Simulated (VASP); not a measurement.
A run of VASP 6.6.1:

Contents of INCAR:

```
ALGO = Normal ; EDIFF = 1E-6
ENCUT = 400 ; GGA = PE
GGA_COMPAT = False ; ISIF = 2
ISMEAR = -1 ; ISYM = -1
LASPH = True ; LCHARG = False
LREAL = Auto ; LWAVE = False
NBANDS = 116 ; NELM = 120
PREC = Accurate ; SIGMA = 0.1456
```

KPOINTS

```
explicit points
1
Reciprocal
  0.25000000   0.25000000   0.25000000 1
```

Contents of POSCAR:

```
Ga2Si3Au
1.0
    7.3073390000     -0.0440410000     -0.0833530000
   -0.0440410000      7.3836060000     -0.0558830000
   -0.0833530000     -0.0558830000      7.7526330000
Si Ga Au
12 8 4
Direct
    0.2444469911      0.6114734167      0.7974893638
    0.5678135468      0.3456811574      0.4838929771
    0.9447885597      0.0378166698      0.0999580749
    0.2602093562      0.4838366617      0.4491419205
    0.0849370815      0.9432699494      0.4568821348
    0.7880905954     -0.0207038691      0.7291034828
    0.1043554592      0.2713517346      0.6064702521
    0.7899240328      0.7694900431      0.1777330295
    0.8208092310      0.3029538336      0.7185814008
    0.1194379317      0.2308091276      0.9159045471
    0.4915443726      0.6184891122      0.1786556548
    0.8859001676      0.6321167050      0.8809256177
    0.5632719866      0.6652543312      0.8310185479
    0.3539112278      0.2734545560      0.1283949625
    0.2315730814      0.8999659204      0.1770495400
    0.1102453722      0.9115728647      0.8284372173
    0.9137532781      0.6543271656      0.5171228719
    0.5502566810      0.7315432662      0.5161926764
    0.5107395540      0.0392546371      0.5189645042
    0.8554116595      0.2217407837      0.3622460483
    0.7187170090      0.3552388327      0.0754712664
    0.5558631219      0.9814156230      0.0859566431
    0.1503443930      0.5545726983      0.1335466083
    0.4595134124      0.2438091153      0.7950005638
```

Potentials or basis: VASP PAW PBE potentials, release 64 (Si, Ga_d, Au).

Launch:

```bash
$ cat potpaw_PBE.64/Si/POTCAR potpaw_PBE.64/Ga_d/POTCAR potpaw_PBE.64/Au/POTCAR > POTCAR
$ mpirun -np 1 vasp_std > vasp.out
```

Hardware: 1 thread of Intel(R) Xeon(R) Platinum 8259CL CPU @ 2.50GHz (Skylake/Cascade Lake) (shared host).

Question: How long does it take, and how much memory?

Answer: Wall time 2.8 min on 1 thread of Intel(R) Xeon(R) Platinum 8259CL CPU @ 2.50GHz (Skylake/Cascade Lake), on a shared host, peak memory 0.35 GiB. Counts: scf iterations 18, k points 1.
